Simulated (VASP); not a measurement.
**B4N3: single point with PBE**

The system is B4N3.

```xyz
7
Lattice="4.3422 0.0000 0.0000 -2.1711 3.7605 0.0000 0.0000 0.0000 5.4728" Properties=species:S:1:pos:R:3 pbc="T T T"
B     1.4474    2.5069    2.7364
B    -0.7238    1.2536    2.7364
B     1.4475    0.0000    2.7364
B     0.0000    0.0000    0.0000
N    -1.4482    2.5083    2.7364
N     2.8964    0.0000    2.7364
N     0.7229    1.2521    2.7364
```

```json
{"Program": "VASP 6.6.1", "Task": "single point", "Functional": "PBE", "Potentials or basis": "VASP PAW PBE potentials, release 64 (B, N)", "Cutoff": "600 eV", "k mesh": "6 × 6 × 4", "Occupations": "gaussian, width 0.1 eV", "Spin": "no spin polarisation"}
```

```
Pressure               : 0.1 GPa
Largest force          : 0.043 eV/Å
Band gap on the k mesh : zero (an odd number of electrons rules out a gap without spin polarisation)
```

Forces in eV/Å, atoms in the order of the input:
```
B   -0.022 -0.037  0.000
B   -0.022  0.037  0.000
B    0.043  0.000  0.000
B    0.000  0.000  0.000
N    0.006 -0.011  0.000
N   -0.013  0.000  0.000
N    0.006  0.011  0.000
```

Stress tensor (GPa, compression positive):
```
-0.12  0.00  0.00
 0.00 -0.12  0.00
 0.00  0.00  0.68
```

Levels at points of the mesh, in eV from the Fermi level:
```csv
k point,band 10,band 11,band 12,band 13,band 14,band 15,band 16,band 17
"(0.00, 0.00, 0.00)",-4.07,-4.07,-2.73,-2.73,0.94,1.07,1.07,1.95
"(0.50, 0.00, 0.00)",-6.16,-5.86,-5.40,-3.64,-0.63,0.68,0.71,2.78
"(0.00, 0.00, 0.50)",-4.07,-4.07,-2.82,-2.82,-0.14,0.64,0.64,2.75
"(0.50, 0.00, 0.50)",-6.62,-6.03,-4.11,-3.69,0.03,0.33,0.76,2.43
```

Wall time 22 s on 1 thread of Intel(R) Xeon(R) 6975P-C (Granite Rapids) (shared host), peak memory 0.24 GiB.
